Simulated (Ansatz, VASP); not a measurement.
Pd in VASP and in Ansatz

File INCAR:

```
  PREC = Accurate
  ENCUT = 520
  EDIFF = 1E-6
  ISMEAR = 0
  SIGMA = 0.015
  LREAL = False
  LASPH = True
  NELM = 60
  ALGO = Normal
  ISIF = 2
  LWAVE = False
  LCHARG = False
  GGA = PE
  NBANDS = 11
```

File KPOINTS:

```
Automatic mesh
0
Gamma
  12 12 12
```

Contents of POSCAR:

```
Pd
1.0
    0.0000000000      1.9465000000      1.9465000000
    1.9465000000      0.0000000000      1.9465000000
    1.9465000000      1.9465000000      0.0000000000
Pd
1
Direct
    0.0000000000      0.0000000000      0.0000000000
```

The input input.yaml:

```yaml
crystal:
  lattice:
    - [0.0, 1.9465, 1.9465]
    - [1.9465, 0.0, 1.9465]
    - [1.9465, 1.9465, 0.0]
  atoms:
    - { symbol: Pd, position: [0.0, 0.0, 0.0] }
hamiltonian:
  xc: pbe
  pseudopotentials: { kind: paw }
kpoints:
  mp_grid: { grid: [12, 12, 12] }
scf:
  occupations: { method: gaussian, width: 0.015 }
output:
  forces: true
  stress: true
  eigenvalues: true
  write_density: true
  write_potential: true
  elf: true
  volumetric_format: npy
```

Alike in both runs: task single point; functional PBE; k mesh 12 × 12 × 12; occupations gaussian, width 0.015 eV; no spin polarisation.

|  | VASP | Ansatz |
| --- | --- | --- |
| version | VASP 6.6.1 | Ansatz 0.2.0 |
| potentials or method | VASP PAW PBE potentials, release 64 (Pd) | Ansatz PAW |
| plane-wave cutoff (eV) | 520 | 420 |
| valence electrons in the cell | 10 | 18 |

VASP gave:

```
gap on the k mesh at the Fermi level (eV) : none
pressure (GPa)                            : 6.6
```

**Question.** Which values does Ansatz return?

**Answer.** gap on the k mesh at the Fermi level (eV): none; pressure (GPa): 6.9.

A gap of «none» marks a metal or a gap that the smearing closes. VASP's potentials hold 10 valence electrons a cell and Ansatz's 18, so a difference there can come from the potentials and not from the codes.
